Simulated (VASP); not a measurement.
Input of a VASP 6.6.1 run:

File POSCAR:

```
Si2C
1.0
    3.2105661832      0.0000000000      0.0000000000
   -1.6052830916      2.7804318752      0.0000000000
    0.0000000000      0.0000000000      8.8452006502
C Si
2 4
Direct
    0.0000000000      0.0000000000      0.9076457663
    0.0000000000      0.0000000000      0.0923542337
    0.6666666667      0.3333333333      0.5710325407
    0.3333333333      0.6666666667      0.1646629653
    0.6666666667      0.3333333333      0.8353370347
    0.3333333333      0.6666666667      0.4289674593
```

Contents of INCAR.step1:

```
PREC = Accurate ; ENCUT = 520
ISMEAR = -1 ; SIGMA = 0.02
LREAL = False ; LASPH = True
NELM = 80 ; NBANDS = 21
GGA = PE ; ALGO = Normal
EDIFF = 1E-4 ; LWAVE = True
LCHARG = False
```

The input INCAR.step2:

```
PREC = Accurate ; ENCUT = 520
EDIFF = 1E-6 ; ISMEAR = -1
SIGMA = 0.02 ; LREAL = False
LASPH = True ; NELM = 80
ALGO = Normal ; ISIF = 2
LWAVE = False ; LCHARG = True
METAGGA = R2SCAN ; LMIXTAU = True
LELF = True ; LVHAR = True
NBANDS = 21 ; ISTART = 1
```

KPOINTS

```
Automatic mesh
0
Gamma
  12 12 4
```

Potentials or basis: VASP PAW PBE potentials, release 64 (C, Si).

Command:

```console
$ cat potpaw_PBE.64/C/POTCAR potpaw_PBE.64/Si/POTCAR > POTCAR
$ cp INCAR.step1 INCAR
$ mpirun -np 1 vasp_std > vasp.out
$ cp INCAR.step2 INCAR
$ mpirun -np 1 vasp_std > vasp.out
```

Problem. Predict the pressure.

Solution. -0.2 GPa.

Problem. What does it give for the largest force?

Solution. 0.028 eV/Å.

Problem. What does it give for the band gap on the k mesh?

Solution. Zero (bands 12 and 13 overlap by 2.63 eV).

Stress tensor (GPa, compression positive):
```
-0.07  0.00  0.00
 0.00 -0.07  0.00
 0.00  0.00 -0.34
```

Caveat: the PAW data sets were made with another functional, which shifts forces and pressure a little.
